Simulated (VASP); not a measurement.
# Al15GeO24 (a cell with a defect) in VASP: settings compared, part 3 of 3

VASP 6.6.1.

### Step 5. Single point, PBE, collinear spin

Contents of INCAR:

```
PREC = Accurate
ENCUT = 520
EDIFF = 1E-7
ISMEAR = 0
SIGMA = 0.01
LREAL = Auto
LASPH = T
NELM = 150
ALGO = Normal
ISIF = 2
LWAVE = F
LCHARG = F
ISPIN = 2
MAGMOM = 0 0 0 0 0 0 0 0 0 0 0 0 0 0 0 0.22 0 0 0.06 0 0.11 0 0 0 0 0.06 0 0.12 0.06 0.13 0 0 0 0 0 0.01 0 0 0.01 0.01
LORBIT = 11
NUPDOWN = 1.0
GGA = PE
NBANDS = 132
```

Contents of KPOINTS:

```
Automatic mesh
0
Gamma
  1 1 1
  0.25 0.25 0.25
```

Contents of POSCAR:

```
Al15GeO24
1.0
    2.4039417600      1.3879164200      4.3742070900
   -4.8078835200      2.7758328500      8.7484141900
    0.0000000000     -5.5516656900      8.7484141900
Al Ge O
15 1 24
Direct
    0.6599621073      0.3247265379      0.3220482564
    0.1487951277      0.0750157175      0.0736985040
    0.3543090196      0.1748879486      0.1751377845
    0.6479677952      0.3208487434      0.8296110781
    0.8506979836      0.4268281543      0.9272336757
    0.1550550577      0.0683395594      0.5756937635
    0.3565249228      0.1726355433      0.6781270741
    0.6425927044      0.8293790143      0.3236018244
    0.8560371821      0.9262604021      0.4251507115
    0.1492837635      0.5760142169      0.0706146067
    0.3501598877      0.6801538658      0.1730004222
    0.6483116558      0.8231598311      0.8239288809
    0.8520118336      0.9263037019      0.9261096479
    0.1391550707      0.5743481054      0.5752115032
    0.3476932729      0.6758532446      0.6785381526
    0.8642082916      0.4291862694      0.4320789439
    0.4453928762      0.0275155988      0.3743311190
    0.9480336005      0.1243502803      0.2774538701
    0.0605603832      0.3762478216      0.2117187637
    0.7504305558      0.2218631993      0.0282765005
    0.2847158613      0.2617288392      0.4740171915
    0.5519401398      0.4722057251      0.1260350210
    0.4449130407      0.0275881855      0.8756064851
    0.9455427811      0.1245855018      0.7777556997
    0.0539703041      0.3738776503      0.7213891041
    0.7593412280      0.2118718742      0.5302011074
    0.2491384207      0.2773012964      0.9718274917
    0.5270402350      0.4719811245      0.6417909808
    0.4191020243      0.5286786846      0.3762990086
    0.9416685171      0.6435894384      0.2615010525
    0.0578450403      0.8777250298      0.2214757232
    0.7493526852      0.7228036378      0.0269038141
    0.2514089153      0.7759181635      0.4721739593
    0.5573328949      0.9743533504      0.1234064946
    0.4450200697      0.5284899455      0.8755632499
    0.9374004148      0.6256420184      0.7793825584
    0.0559898529      0.8734115516      0.7229189052
    0.7463916916      0.7212773776      0.5273060593
    0.2521665898      0.7804863486      0.9681795735
    0.5599793971      0.9658093759      0.6267255799
```

Launch:

```sh
> cat potpaw_PBE.64/Al/POTCAR potpaw_PBE.64/Ge_d/POTCAR potpaw_PBE.64/O/POTCAR > POTCAR
> mpirun -np 1 vasp_std > vasp.out
```

Wall time 6.2 min (1 thread of Intel Xeon Platinum 8488C (Sapphire Rapids), shared host); peak memory 0.77 GiB.

The run converged. Its results:

```yaml
Free_energy: -293.7921 eV
Pressure: 4.8 GPa
Largest_force: 0.018 eV/Å
Net_moment: 1.00 μB per cell
Site_moments: Al -0.00, +0.00 (each value once); Ge +0.34; O +0.00, +0.05, +0.10, -0.00, +0.06, +0.12, +0.01 (each value once) μB
Valence_electrons_inside_the_program's_atomic_spheres: Al 0.70, 0.71, 0.69 (each value once); Ge 12.29; O 5.18, 5.15, 5.16, 5.17, 5.14 (each value once)
```

Forces in eV/Å, atoms in the order of the input:
```
Al  -0.004 -0.001 -0.003
Al  -0.003 -0.001 -0.008
Al   0.000  0.001  0.017
Al  -0.003  0.002 -0.008
Al   0.002 -0.003  0.005
Al  -0.003  0.007 -0.006
Al  -0.003 -0.001  0.010
Al   0.003 -0.004 -0.010
Al  -0.001  0.000  0.004
Al   0.002 -0.013 -0.006
Al   0.005 -0.004  0.012
Al   0.004  0.000 -0.006
Al  -0.002 -0.003  0.002
Al   0.009  0.006 -0.008
Al   0.002  0.001  0.008
Ge   0.003  0.007  0.006
O   -0.002 -0.002  0.000
O    0.003  0.000 -0.001
O    0.002  0.012 -0.010
O    0.004  0.002  0.003
O    0.009 -0.003  0.006
O    0.000  0.002 -0.005
O   -0.002 -0.001  0.000
O   -0.001 -0.003 -0.001
O    0.001 -0.001 -0.001
O    0.007 -0.008 -0.004
O   -0.002  0.003 -0.004
O   -0.004 -0.012  0.008
O   -0.008 -0.005 -0.006
O   -0.010  0.015  0.004
O    0.000  0.006  0.004
O    0.000  0.002 -0.002
O   -0.002 -0.001 -0.002
O    0.003  0.001 -0.001
O    0.000  0.001  0.002
O   -0.001 -0.003  0.000
O   -0.002  0.002  0.000
O   -0.002 -0.004  0.001
O   -0.003  0.001  0.000
O    0.001  0.000  0.000
```

Stress tensor (GPa, compression positive):
```
 5.22 -0.21  0.00
-0.21  5.43 -0.12
 0.00 -0.12  3.88
```

Caveat: the k points lie up to 1.22 Å⁻¹ apart, too coarse for converged energies, forces and pressures; the total moment is fixed, so each spin has its own Fermi level and the state may be an excited one.

### Step 6. Single point, PBE, collinear spin

Edit INCAR of step 5 so:

```diff
@@ -1,4 +1,5 @@
+SYSTEM = Al15GeO24
 PREC = Accurate
 ENCUT = 520
-EDIFF = 1E-7
+EDIFF = 1E-6
 ISMEAR = 0
@@ -6,3 +7,3 @@
 LREAL = Auto
-LASPH = T
+LASPH = .TRUE.
 NELM = 150
@@ -10,4 +11,4 @@
 ISIF = 2
-LWAVE = F
-LCHARG = F
+LWAVE = .FALSE.
+LCHARG = .FALSE.
 ISPIN = 2
```

KPOINTS is that of step 5.

Edit POSCAR of step 5 so:

```diff
@@ -2,5 +2,5 @@
 1.0
-    2.4039417600      1.3879164200      4.3742070900
-   -4.8078835200      2.7758328500      8.7484141900
-    0.0000000000     -5.5516656900      8.7484141900
+    2.4039417622      1.3879164235      4.3742070937
+   -4.8078835245      2.7758328471      8.7484141875
+    0.0000000000     -5.5516656942      8.7484141875
 Al Ge O
```

Potentials or basis: VASP PAW PBE potentials, release 64 (Al, Ge_d, O).

Launch:

```sh
> cat potpaw_PBE.64/Al/POTCAR potpaw_PBE.64/Ge_d/POTCAR potpaw_PBE.64/O/POTCAR > POTCAR
> mpirun -np 1 vasp_std > vasp.out
```

OUTCAR:

```text
SYSTEM = Al15GeO24
   PREC = Accurate
   ENCUT = 520
   EDIFF = 1E-6
   ISMEAR = 0
   LREAL = Auto
   LASPH = .TRUE.
   NELM = 150
   ISIF = 2
   ISPIN = 2
   LORBIT = 11
   NUPDOWN = 1.0
   GGA = PE

 ion  position               nearest neighbor table
   1  0.660  0.325  0.322-  21 1.86  18 1.88  22 1.89  19 1.94  29 1.97  26 2.00  16 2.77   3 2.79
                            11 2.85   7 2.86   5 3.24   9 3.26
   2  0.149  0.075  0.074-  31 1.86  20 1.87  23 1.87  27 1.97  18 1.98  34 1.99   3 2.66   9 2.81
                            13 2.82   5 2.82  11 3.23   7 3.24   3 3.25
   3  0.354  0.175  0.175-  19 1.85  20 1.87  17 1.87  34 1.96  18 1.98  27 1.99   2 2.66   8 2.77
                             4 2.77   1 2.79   2 3.25   6 3.27  10 3.28
   4  0.648  0.321  0.830-  28 1.85  27 1.87  24 1.88  20 1.95  25 1.98  35 2.00   5 2.67   3 2.77
                             7 2.84  15 2.85  13 3.23   5 3.26
   5  0.851  0.427  0.927-  36 1.86  22 1.87  27 1.87  35 1.98  20 2.00  25 2.02   4 2.67  10 2.81
[... 606 lines left out ...]
     -3.29734     -0.02124     16.38162         0.000733      0.000255      0.000451
 -----------------------------------------------------------------------------------
    total drift:                               -0.003459     -0.004095      0.004458

  FREE ENERGIE OF THE ION-ELECTRON SYSTEM (eV)
  ---------------------------------------------------
  free  energy   TOTEN  =      -293.7920739388 eV

  energy  without entropy=     -293.7920739388  energy(sigma->0) =     -293.79207394

 total charge

# of ion       s       p       d       tot
------------------------------------------
    1        0.305   0.390   0.000   0.696
    2        0.308   0.393   0.000   0.702
    3        0.310   0.396   0.000   0.706
    4        0.309   0.396   0.000   0.705
    5        0.307   0.387   0.000   0.695
    6        0.308   0.394   0.000   0.702
[... 32 lines left out ...]
   39        1.548   3.634   0.000   5.182
   40        1.548   3.632   0.000   5.180
--------------------------------------------------
tot         43.025  93.667  10.224 146.917

 magnetization (x)

# of ion       s       p       d       tot
------------------------------------------
    1       -0.000  -0.000   0.000  -0.000
    2        0.001   0.000   0.000   0.001
    3        0.001   0.001   0.000   0.002
    4        0.000   0.000   0.000   0.001
    5        0.000  -0.000   0.000   0.000
    6       -0.000  -0.000   0.000  -0.001
[... 32 lines left out ...]
   39        0.001   0.003   0.000   0.005
   40        0.002   0.005   0.000   0.007
--------------------------------------------------
tot          0.402   0.462   0.004   0.868
```

It took 3.6 min on 1 thread of Intel Xeon Platinum 8488C (Sapphire Rapids), shared host; peak memory 0.76 GiB.

What came out:

```
Free energy                                           : -293.7921 eV
Pressure                                              : 4.8 GPa
Largest force                                         : 0.019 eV/Å
Net moment                                            : 1.00 μB per cell
Site moments                                          : Al -0.00, +0.00 (each value once); Ge +0.34; O +0.00, +0.05, +0.10, -0.00, +0.06, +0.12, +0.01 (each value once) μB
Valence electrons inside the program's atomic spheres : Al 0.70, 0.71, 0.69 (each value once); Ge 12.29; O 5.18, 5.15, 5.16, 5.17, 5.14 (each value once)
```

Forces on the atoms (eV/Å):
```
Al  -0.004 -0.001 -0.003
Al  -0.003 -0.001 -0.008
Al   0.000  0.001  0.017
Al  -0.003  0.002 -0.008
Al   0.002 -0.003  0.005
Al  -0.003  0.007 -0.006
Al  -0.003 -0.001  0.010
Al   0.003 -0.004 -0.010
Al  -0.001  0.000  0.004
Al   0.002 -0.013 -0.006
Al   0.005 -0.004  0.012
Al   0.004  0.001 -0.006
Al  -0.002 -0.003  0.002
Al   0.009  0.006 -0.008
Al   0.002  0.001  0.008
Ge   0.003  0.007  0.006
O   -0.001 -0.002  0.000
O    0.003  0.000 -0.001
O    0.002  0.012 -0.010
O    0.004  0.002  0.002
O    0.009 -0.004  0.006
O   -0.001  0.002 -0.005
O   -0.002 -0.001  0.000
O   -0.001 -0.003 -0.001
O    0.001 -0.001 -0.001
O    0.007 -0.008 -0.004
O   -0.002  0.003 -0.004
O   -0.004 -0.012  0.008
O   -0.008 -0.005 -0.006
O   -0.010  0.015  0.004
O    0.000  0.006  0.004
O    0.000  0.002 -0.002
O   -0.002 -0.001 -0.002
O    0.003  0.001 -0.001
O    0.000  0.001  0.002
O   -0.001 -0.003  0.000
O   -0.002  0.002  0.000
O   -0.002 -0.004  0.001
O   -0.003  0.001  0.000
O    0.001  0.000  0.000
```

Caveat: the k points lie up to 1.22 Å⁻¹ apart, too coarse for converged energies, forces and pressures; the total moment is fixed, so each spin has its own Fermi level and the state may be an excited one.
